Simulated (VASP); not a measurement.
A run of VASP 6.6.1:

INCAR

```
ALGO = Fast
EDIFF = 1E-6
ENCUT = 520
GGA = PS
ISIF = 2
ISMEAR = 0
LASPH = True
LCHARG = True
LELF = True
LREAL = False
LVHAR = True
LWAVE = False
NBANDS = 10
NELM = 60
PREC = Accurate
SIGMA = 0.15
```

File KPOINTS:

```
k-points
0
Gamma
  24 24 14
```

File POSCAR:

```
Al
1.0
    2.8500694993      0.0266481498      0.0000000000
   -1.4019567749      2.4549085140      0.0000000000
    0.0000000000      0.0000000000      4.6373174459
Al
2
Direct
    0.6666666667      0.3333333333      0.7500000000
    0.3333333333      0.6666666667      0.2500000000
```

Potentials or basis: VASP PAW PBE potentials, release 64 (Al).

Run with:

```sh
$ cat potpaw_PBE.64/Al/POTCAR > POTCAR
$ mpirun -np 1 vasp_std > vasp.out
```

Hardware: 1 thread of Oxide Virtual Turin-like Processor (shared host).

Q: Estimate the wall time of this run.

A: Run time: 7.7 min on 1 thread of Oxide Virtual Turin-like Processor, with other jobs on the host, peak memory 0.62 GiB. Counts: scf iterations 12, k points 2320.
